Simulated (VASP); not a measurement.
Runs of VASP 6.6.1 on TePb. The structure is that of space group P6_3/mmc (No. 194), or close to it. The cells are those of the table. 

```tsv
cell	gap on the mesh (eV)	pressure (GPa)
a = 5.498, b = 5.498, c = 6.575 Å, angles 90.0, 90.0, 120.0°, 4 atoms	(a)	0.0
a = 5.443, b = 5.443, c = 6.509 Å, angles 90.0, 90.0, 120.0°, 4 atoms	1.33	1.0
a = 5.386, b = 5.386, c = 6.441 Å, angles 90.0, 90.0, 120.0°, 4 atoms	(b)	2.2
a = 5.553, b = 5.553, c = 6.640 Å, angles 90.0, 90.0, 120.0°, 4 atoms	1.42	-0.9
a = 5.606, b = 5.606, c = 6.704 Å, angles 90.0, 90.0, 120.0°, 4 atoms	(c)	-1.7
```

Alike in all rows: task single point; level r2SCAN; potentials or basis VASP PAW PBE potentials, release 64 (Pb_d, Te); no spin polarisation; k mesh 6 × 6 × 4; cutoff (eV) 520; smearing gaussian 0.01 eV.

**Question.** Fill in the values left out.

**Answer.** (a) 1.38; (b) 1.23; (c) 1.45.

Caveats: the PAW data sets were made with another functional, which shifts forces and pressure a little; spin-orbit coupling is left out, which moves the levels of the heavy elements.

A k mesh can miss the band edges, and the runs leave out spin-orbit coupling on Pb, Te.
